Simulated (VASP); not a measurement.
# NaF (a.bB): single point with PBEsol

The system is NaF (a.bB).

```
Na F
1.0
     0.00000    2.31441    2.31441
     2.31441    0.00000    2.31441
     2.31441    2.31441    0.00000
Na F
1 1
Cartesian
  0.0000 0.0000 0.0000
  2.3144 2.3144 2.3144
```

* Program: VASP 6.6.1
* Task: single point
* Functional: PBEsol
* Potentials or basis: VASP PAW PBE potentials, release 64 (Na_pv, F)
* Cutoff: 600 eV
* k mesh: 8 × 8 × 8
* Occupations: gaussian, width 0.02 eV
* Spin: no spin polarisation
* Dipole correction: no
* Further INCAR settings: ALGO = Normal; EDIFF = 1e-06; NBANDS = 14

- Pressure: -0.2 GPa
- Band gap on the k mesh: 6.18 eV, direct

Levels at points of the mesh, in eV from the valence-band top:
```tsv
k point	band 5	band 6	band 7	band 8	band 9	band 10
(0.00, 0.00, 0.00)	0.00	0.00	0.00	6.18	18.87	18.87
(0.50, 0.00, 0.00)	-1.63	-0.26	-0.26	10.63	12.36	20.02
(0.50, 0.50, 0.00)	-1.30	-0.41	-0.41	13.01	13.11	13.56
```

Run time: 8.4 s on 1 thread of Intel(R) Xeon(R) 6975P-C (Granite Rapids), on a shared host, peak memory 0.15 GiB.

Caveat: the PAW data sets were made with another functional, which shifts forces and pressure a little.
